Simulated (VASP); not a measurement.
Here is a VASP 6.6.1 calculation.

The input POSCAR:

```
SiHC
1.0
    2.1784270000     -2.1784270000      0.0000000000
    0.0000000000      0.0000000000      4.3568530000
  -14.2277950000    -14.2277950000      0.0000000000
Si C H
4 4 4
Direct
    0.9986290000      0.9977750000      0.3861080000
    0.9985430000      0.9987410000      0.5383400000
    0.4985120000      0.4978200000      0.6143470000
    0.4985430000      0.4987380000      0.4621160000
    0.9985050000      0.2555230000      0.6134140000
    0.9985240000      0.2499840000      0.4619010000
    0.4985360000      0.7499970000      0.5385470000
    0.4986530000      0.7554940000      0.3870410000
    0.9984910000      0.1921880000      0.3240630000
    0.9985200000      0.1103940000      0.6586110000
    0.4985330000      0.6922030000      0.6763920000
    0.4985330000      0.6104460000      0.3418350000
```

Contents of INCAR.step1:

```
PREC = Accurate
ENCUT = 520
EDIFF = 1E-5
ISMEAR = -1
SIGMA = 0.05
LREAL = False
LASPH = True
NELM = 60
ALGO = Normal
ISIF = 2
LWAVE = True
LCHARG = False
NBANDS = 30
GGA = PE
```

Contents of INCAR.step2:

```
PREC = Accurate
ENCUT = 520
EDIFF = 1E-6
ISMEAR = -1
SIGMA = 0.05
LREAL = False
LASPH = True
NELM = 60
ALGO = Normal
ISIF = 2
LWAVE = False
LCHARG = False
GGA = PE
LHFCALC = True
HFSCREEN = 0.2079
PRECFOCK = Fast
NBANDS = 30
ISTART = 1
```

Contents of KPOINTS:

```
Automatic mesh
0
Gamma
  4 3 1
```

Potentials or basis: VASP PAW PBE potentials, release 64 (Si, C, H).

Command:

```sh
$ cat potpaw_PBE.64/Si/POTCAR potpaw_PBE.64/C/POTCAR potpaw_PBE.64/H/POTCAR > POTCAR
$ cp INCAR.step1 INCAR
$ mpirun -np 1 vasp_std > vasp.out
$ cp INCAR.step2 INCAR
$ mpirun -np 1 vasp_std > vasp.out
```

Predict the band gap on the k mesh.

3.42 eV.

Estimate the largest force.

0.332 eV/Å.

Forces on the atoms (eV/Å):
```
Si   0.122  0.123  0.027
Si  -0.009 -0.008 -0.024
Si  -0.122 -0.122  0.024
Si   0.011  0.011 -0.027
C   -0.111 -0.112 -0.058
C    0.019  0.016  0.031
C   -0.020 -0.020  0.031
C    0.109  0.114 -0.056
H   -0.151 -0.153 -0.176
H    0.186  0.186  0.202
H    0.151  0.152 -0.175
H   -0.185 -0.186  0.200
```

Caveat: the k points lie up to 0.51 Å⁻¹ apart; there is no dipole correction, which matters where the two faces differ; the PAW data sets were made with another functional, which shifts forces and pressure a little.
